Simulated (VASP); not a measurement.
Cd, 2 atoms in the cell. It takes space group P6_3/mmc (No. 194, hexagonal). The conventional cell has a = 3.128 Å, b = 3.128 Å, c = 5.337 Å, α = 90.00°, β = 90.00°, γ = 120.00°. Cd (site symmetry -6m2) has 12 Cd at 3.13 to 3.22 Å within 4.1 Å.  This cell differs from its parent crystal: strain +0.050 along x and y, -0.050 along z.

```yaml
Program: VASP 6.6.1
Task: single point
Functional: PBE
Potentials_or_basis: VASP PAW PBE potentials, release 64 (Cd)
Cutoff: 500 eV
k_mesh: 18 × 18 × 8
Occupations: gaussian, width 0.15 eV
Spin: no spin polarisation
Dipole_correction: no
Further_INCAR_settings: ALGO = Normal; EDIFF = 1e-06; NBANDS = 19
```

Potentials or basis: VASP PAW PBE potentials, release 64 (Cd).

The run is started by

```bash
$ cat potpaw_PBE.64/Cd/POTCAR > POTCAR
$ mpirun -np 1 vasp_std > vasp.out
```

Hardware: 1 thread of Intel Xeon 8259CL (shared host).

**Question.** How long does it take, and how much memory?

**Answer.** It took 2.3 min on 1 thread of Intel Xeon 8259CL, with other jobs on the host, peak memory 0.25 GiB. Counts: scf iterations 11, k points 185.
